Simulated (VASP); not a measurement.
A run of VASP 6.6.1 is set up as follows.

The input INCAR:

```
PREC = Accurate ; ENCUT = 520
EDIFF = 1E-7 ; ISMEAR = 0
SIGMA = 0.02 ; LREAL = F
LASPH = T ; NELM = 80
ALGO = Normal ; ISIF = 2
LWAVE = F ; LCHARG = T
LELF = T ; LVHAR = T
NBANDS = 28
```

File KPOINTS:

```
Automatic mesh
0
Gamma
  6 6 2
```

POSCAR

```
SnSe
1.0
    4.2853300000      0.0285688667      0.0285688667
    0.0285688667      4.2853300000      0.0285688667
    0.0732712667      0.0732712667     10.9906900000
Sn Se
2 2
Direct
    0.5000000000      0.0000000000      0.3722300000
    0.0000000000      0.5000000000      0.6277700000
    0.5000000000      0.0000000000      0.6160400000
    0.0000000000      0.5000000000      0.3839600000
```

Potentials or basis: VASP PAW LDA potentials, release 64 (Sn_d, Se).

Run with:

```sh
$ cat potpaw_LDA.64/Sn_d/POTCAR potpaw_LDA.64/Se/POTCAR > POTCAR
$ mpirun -np 1 vasp_std > vasp.out
```

Q: Estimate the largest force.

A: 0.218 eV/Å.

Q: Predict the band gap on the k mesh.

A: 1.45 eV.

Forces on the atoms (eV/Å):
```
Sn   0.003  0.003  0.218
Sn  -0.003 -0.003 -0.218
Se  -0.040 -0.040 -0.022
Se   0.040  0.040  0.022
```

Caveat: there is no dipole correction, which matters where the two faces differ; spin-orbit coupling is left out, which moves the levels of the heavy elements.
